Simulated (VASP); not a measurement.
Set up this calculation in VASP 6.6.1, as the native input.

- Task: single point
- Functional: PBE
- Potentials or basis: VASP PAW PBE potentials, release 64 (Cl)
- Cutoff: 520 eV
- k mesh: 7 × 7 × 4
- Occupations: fermi-dirac, width 0.05 eV
- Spin: no spin polarisation
- Dipole correction: no
- Further INCAR settings: ALGO = Normal; EDIFF = 1e-07; NBANDS = 22

The structure of Cl lies in POSCAR:

```
Cl
1.0
    3.2066823265     -2.2941288504      0.0000000000
    3.2066823265      2.2941288504      0.0000000000
    0.0000000000      0.0000000000      8.3710212721
Cl
4
Direct
    0.3700000000      0.6300000000      0.4000000000
    0.1300000000      0.8700000000      0.9000000000
    0.6300000000      0.3700000000      0.6000000000
    0.8700000000      0.1300000000      0.1000000000
```

One way to write it, as run:

INCAR

```
PREC = Accurate
ENCUT = 520
EDIFF = 1E-7
ISMEAR = -1
SIGMA = 0.05
LREAL = False
LASPH = True
NELM = 80
ALGO = Normal
ISIF = 2
LWAVE = False
LCHARG = False
GGA = PE
NBANDS = 22
```

KPOINTS

```
regular mesh
0
Gamma
  7 7 4
```

Potentials or basis: VASP PAW PBE potentials, release 64 (Cl).

Command:

```sh
$ cat potpaw_PBE.64/Cl/POTCAR > POTCAR
$ mpirun -np 1 vasp_std > vasp.out
```

Results of the run:

```json
{"Pressure": "-1.1 GPa", "Largest force": "0.749 eV/Å", "Band gap on the k mesh": "2.33 eV (least direct gap 2.38 eV)"}
```

Caveat: this functional lacks dispersion, which holds the molecules together, so the pressure and a relaxed volume are unreliable.

Run time: 94 s on 1 thread of Oxide Virtual Turin-like Processor, on a shared host, peak memory 0.22 GiB.
